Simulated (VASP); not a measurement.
Here is a VASP 6.6.1 calculation.

The input INCAR:

```
SYSTEM = ScW3
PREC = Accurate ; ENCUT = 600
EDIFF = 1E-6 ; ISMEAR = 0
SIGMA = 0.1 ; LREAL = .False.
LASPH = .True. ; NELM = 60
ALGO = Normal ; ISIF = 3
LWAVE = .False. ; LCHARG = .False.
GGA = PE ; IBRION = 2
NSW = 90 ; EDIFFG = -0.04
```

Contents of KPOINTS:

```
regular mesh
0
Gamma
  4 4 4
  0 0 0
```

Contents of POSCAR:

```
ScW3
1.0
    0.0000000000      3.2776634200      3.2776634200
    3.2776634200      0.0000000000      3.2776634200
    3.2776634200      3.2776634200      0.0000000000
Sc W
1 3
Direct
    0.0000000000      0.0000000000      0.0000000000
    0.2500000000      0.2500000000      0.2500000000
    0.7500000000      0.7500000000      0.7500000000
    0.5000000000      0.5000000000      0.5000000000
```

Potentials or basis: VASP PAW PBE potentials, release 64 (Sc_sv, W_sv).

Run with:

```console
$ cat potpaw_PBE.64/Sc_sv/POTCAR potpaw_PBE.64/W_sv/POTCAR > POTCAR
$ mpirun -np 1 vasp_std > vasp.out
```

**Question.** Estimate the band gap on the k mesh.

**Answer.** Zero (an odd number of electrons rules out a gap without spin polarisation).

**Question.** Estimate the relaxed cell.

**Answer.** a = 4.581 Å, b = 4.581 Å, c = 4.581 Å, α = 60.00°, β = 60.00°, γ = 60.00°.

Final structure:
```
Sc W
1.0
     0.00000    3.23952    3.23952
     3.23952    0.00000    3.23952
     3.23952    3.23952    0.00000
Sc W
1 3
Cartesian
  0.0000 0.0000 0.0000
  1.6198 1.6198 1.6198
  4.8593 4.8593 4.8593
  3.2395 3.2395 3.2395
```

Caveat: spin-orbit coupling is left out, which moves the levels of the heavy elements.
